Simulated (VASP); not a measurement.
A run of VASP 6.6.1 is set up as follows.

The input INCAR:

```
ALGO = Normal
EDIFF = 1E-7
EDIFFG = -0.04
ENCUT = 600
GGA = PE
IBRION = 2
ISIF = 3
ISMEAR = 0
LASPH = True
LCHARG = False
LREAL = False
LWAVE = False
NELM = 100
NSW = 90
PREC = Accurate
SIGMA = 0.1
```

The input KPOINTS:

```
k-points
0
Gamma
  6 6 4
```

The input POSCAR:

```
NaTi2
1.0
    3.6818566997      0.0000000000      0.0000000000
   -1.8409283498      3.1885814350      0.0000000000
    0.0000000000      0.0000000000      3.9754266691
Na Ti
1 2
Direct
    0.0000000000      0.0000000000      0.0000000000
    0.3333333333      0.6666666667      0.5000000000
    0.6666666667      0.3333333333      0.5000000000
```

Potentials or basis: VASP PAW PBE potentials, release 64 (Na_pv, Ti_sv).

Command:

```sh
$ cat potpaw_PBE.64/Na_pv/POTCAR potpaw_PBE.64/Ti_sv/POTCAR > POTCAR
$ mpirun -np 1 vasp_std > vasp.out
```

(1) Estimate the space group after relaxing (to 0.1 Å).

(2) Estimate the relaxed cell.

## Answers

(1) P6/mmm (No. 191).

(2) a = 5.162 Å, b = 5.162 Å, c = 2.544 Å, α = 90.00°, β = 90.00°, γ = 120.00°.
